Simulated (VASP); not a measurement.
# Ni (Fm-3m) in VASP: further runs, part 2 of 2

VASP 6.6.1.

### Step 5. Single point, LDA+U, collinear spin, ferromagnetic start

The input, INCAR:

```
  PREC = Accurate
  ENCUT = 520
  EDIFF = 1E-6
  ISMEAR = 0
  SIGMA = 0.05
  LREAL = F
  LASPH = T
  NELM = 150
  ALGO = Normal
  ISIF = 2
  LWAVE = F
  LCHARG = F
  ISPIN = 2
  MAGMOM = 1.7
  LORBIT = 11
  NUPDOWN = 1.7
  LMAXMIX = 4
  LDAU = T
  LDAUTYPE = 2
  LDAUL = 2
  LDAUU = 4.2
  LDAUJ = 0
  LDAUPRINT = 1
  GGA = CA
  NBANDS = 15
```

The input, KPOINTS:

```
Automatic mesh
0
Gamma
  15 15 15
```

The input, POSCAR:

```
Ni
1.0
    0.0000000000      1.7810000000      1.7810000000
    1.7810000000      0.0000000000      1.7810000000
    1.7810000000      1.7810000000      0.0000000000
Ni
1
Direct
    0.0000000000      0.0000000000      0.0000000000
```

Potentials or basis: VASP PAW LDA potentials, release 64 (Ni).

Started as:

```console
$ cat potpaw_LDA.64/Ni/POTCAR > POTCAR
$ mpirun -np 1 vasp_std > vasp.out
```

OUTCAR:

```text
PREC = Accurate
   ENCUT = 520
   EDIFF = 1E-6
   ISMEAR = 0
   LREAL = F
   LASPH = T
   NELM = 150
   ISIF = 2
   ISPIN = 2
   LORBIT = 11
   NUPDOWN = 1.7
   GGA = CA

 ion  position               nearest neighbor table
   1  0.000  0.000  0.000-

  LATTYP: Found a face centered cubic cell.
 ALAT       =     3.5620000000

  Lattice vectors:

 A1 = (   0.0000000000,   1.7810000000,   1.7810000000)
 A2 = (   1.7810000000,   0.0000000000,   1.7810000000)
 A3 = (   1.7810000000,   1.7810000000,   0.0000000000)

Analysis of symmetry for initial positions (statically):
=====================================================================
 Subroutine PRICEL returns:
 Original cell was already a primitive cell.

 Routine SETGRP: Setting up the symmetry group for a
 face centered cubic supercell.

 Subroutine GETGRP returns: Found 48 space group operations
 (whereof 48 operations were pure point group operations)
 out of a pool of 48 trial point group operations.

The static configuration has the point symmetry O_h .

Analysis of symmetry for dynamics (positions and initial velocities):
[... 223 lines left out ...]
      5       4.7741      1.00000
      6       4.7741      1.00000
      7      31.7066      0.00000
      8      35.0607      0.00000
      9      35.0607      0.00000
     10      35.0607      0.00000
     11      35.1980      0.00000
     12      35.1980      0.00000
[... 841 lines left out ...]
      4       6.3819      1.00000
      5       7.2537      1.00000
      6       7.2705      1.00000
      7      28.0427      0.00000
      8      30.4689      0.00000
      9      30.9383      0.00000
     10      32.8733      0.00000
     11      37.0124      0.00000
     12      41.8434      0.00000
     13      43.4284      0.00000
     14      44.1309      0.00000
     15      47.3150      0.00000

 [... further k-points ...]
[... 5 lines left out ...]
  --------------------------------------------------------------------------------------
  -------------------------------------------------------------------------------------
  Total       -0.6838360     -0.6838360     -0.6838360      0.0000000     -0.0000000      0.0000000
  in kB      -96.9707594    -96.9707594    -96.9707594      0.0000000     -0.0000000      0.0000000
  external PRESSURE =     -96.9707594 kB  Pullay stress =       0.0000000 kB

 VOLUME and BASIS-vectors are now :
 -----------------------------------------------------------------------------
  energy-cutoff  :      520.00
  volume of cell :       11.30
      direct lattice vectors                 reciprocal lattice vectors
     0.000000000  1.781000000  1.781000000    -0.280741157  0.280741157  0.280741157
     1.781000000  0.000000000  1.781000000     0.280741157 -0.280741157  0.280741157
     1.781000000  1.781000000  0.000000000     0.280741157  0.280741157 -0.280741157

 POSITION                                       TOTAL-FORCE (eV/Angst)
 -----------------------------------------------------------------------------------
      0.00000      0.00000      0.00000         0.000000      0.000000      0.000000
 -----------------------------------------------------------------------------------
    total drift:                                0.000000      0.000000      0.000000

  FREE ENERGIE OF THE ION-ELECTRON SYSTEM (eV)
  ---------------------------------------------------
  free  energy   TOTEN  =        -2.9472860818 eV

  energy  without entropy=       -2.9461450095  energy(sigma->0) =       -2.94671555

 total charge

# of ion       s       p       d       tot
------------------------------------------
    1        0.516   0.549   8.212   9.277

 magnetization (x)

# of ion       s       p       d       tot
------------------------------------------
    1        0.049   0.150   1.425   1.624
```

stdout:

```text
POSCAR found type information on POSCAR Ni
 POSCAR found :  1 types and       1 ions
 scaLAPACK will be used
 LDA part: xc-table for (Slater(with rela. corr.)+CA(PZ))
 , standard interpolation
 POSCAR, INCAR and KPOINTS ok, starting setup
 FFT: planning ... GRIDC
 FFT: planning ... GRID_SOFT
 FFT: planning ... GRID
 WAVECAR not read
 entering main loop
```

Run time: 28 s. Hardware: 1 thread of Intel Xeon Platinum 8488C (Sapphire Rapids), shared host; peak memory 0.14 GiB.

What came out:

| Quantity | Value |
| --- | --- |
| Free energy | -2.9473 eV |
| Pressure | -9.7 GPa |
| Net moment | 1.70 μB per cell |
| Site moments | Ni +1.62 μB |
| Valence electrons inside the program's atomic spheres | Ni 9.28 |

Eigenvalues of the final occupation matrices:
```tsv
site	spin	trace	eigenvalues
site 1 d	1	4.83	0.96 0.96 0.96 0.97 0.97
site 1 d	2	3.41	0.53 0.53 0.53 0.91 0.91
```

Caveat: the total moment is fixed, so each spin has its own Fermi level; the U is typed as a test and isn't derived for this compound.

### Step 6. Single point, LDA+U, collinear spin, ferromagnetic start

The input, INCAR:

```
SYSTEM = Ni
ALGO     = Normal         ! electronic algorithm
EDIFF    = 1E-6           ! SCF threshold, eV
ENCUT    = 520            ! plane-wave cutoff, eV
GGA      = CA             ! functional
ISIF     = 2              ! what is computed and relaxed
ISMEAR   = 0              ! smearing method
ISPIN    = 2              ! spin polarisation
LASPH    = .True.         ! aspherical terms in the spheres
LCHARG   = .True.         ! write CHGCAR
LDAU     = .True.         ! DFT+U
LDAUJ    = 0            
LDAUL    = 2              ! shell
LDAUPRINT= 1            
LDAUTYPE = 2            
LDAUU    = 4.2            ! U, eV
LELF     = .True.         ! ELF
LMAXMIX  = 4              ! l up to which the mixer works
LORBIT   = 11             ! projections on sites
LREAL    = .False.        ! projectors in reciprocal space
LVHAR    = .True.       
LWAVE    = .False.        ! write WAVECAR
MAGMOM   = 0.2            ! initial moments
NBANDS   = 15             ! bands
NELM     = 150            ! most SCF steps
PREC     = Accurate       ! precision mode
SIGMA    = 0.05           ! smearing width, eV
```

The input, KPOINTS:

```
k-points
0
Gamma
  15 15 15
  0 0 0
```

POSCAR is that of step 5.

Potentials or basis: VASP PAW LDA potentials, release 64 (Ni).

Started as:

```console
$ cat potpaw_LDA.64/Ni/POTCAR > POTCAR
$ mpirun -np 1 vasp_std > vasp.out
```

It took 31 s on 1 thread of Intel Xeon Platinum 8488C (Sapphire Rapids), shared host; peak memory 0.14 GiB.

It converged, with:

```yaml
Free_energy: -3.8576 eV
Pressure: -28.7 GPa
Net_moment: 0.66 μB per cell
Site_moments: Ni +0.69 μB
Valence_electrons_inside_the_program's_atomic_spheres: Ni 9.36
```

Levels at points of the mesh, in eV from the Fermi level:
Spin up:
| k point | band 3 | band 4 | band 5 | band 6 | band 7 | band 8 |
| --- | --- | --- | --- | --- | --- | --- |
| (0.00, 0.00, 0.00) | -3.18 | -3.18 | -1.99 | -1.99 | 23.95 | 27.45 |
Spin down:
```csv
k point,band 2,band 3,band 4,band 5,band 6,band 7,band 8,band 9
"(0.00, 0.00, 0.00)",-1.49,-1.49,-1.49,-1.30,-1.30,23.85,27.44,27.44
```

Eigenvalues of the final occupation matrices:
```
    site  spin  trace               eigenvalues
site 1 d     1   4.63  0.92 0.92 0.92 0.93 0.93
site 1 d     2   3.89  0.70 0.70 0.70 0.90 0.90
```

Caveat: the U is typed as a test and isn't derived for this compound.

### Step 7. The runs side by side

| fixed moment (μB) | pressure (GPa) | moment (μB) |
| --- | --- | --- |
| 0.24 | -31.0 | 0.24 |
| 0.73 | -27.9 | 0.73 |
| 1.21 | -21.1 | 1.21 |
| 1.7 | -9.7 | 1.70 |
| - | -28.7 | 0.66 |

Alike in all rows: task single point; level LDA+U; potentials or basis VASP PAW LDA potentials, release 64 (Ni); spin collinear, ferromagnetic start; Ni d U = 4.2 eV; cell as given; k mesh 15 × 15 × 15; cutoff (eV) 520; smearing gaussian 0.05 eV.

Caveats: the U is typed as a test and isn't derived for this compound; the total moment is fixed, so each spin has its own Fermi level (some runs).

Absolute energies hang on the potentials; compare differences alone.
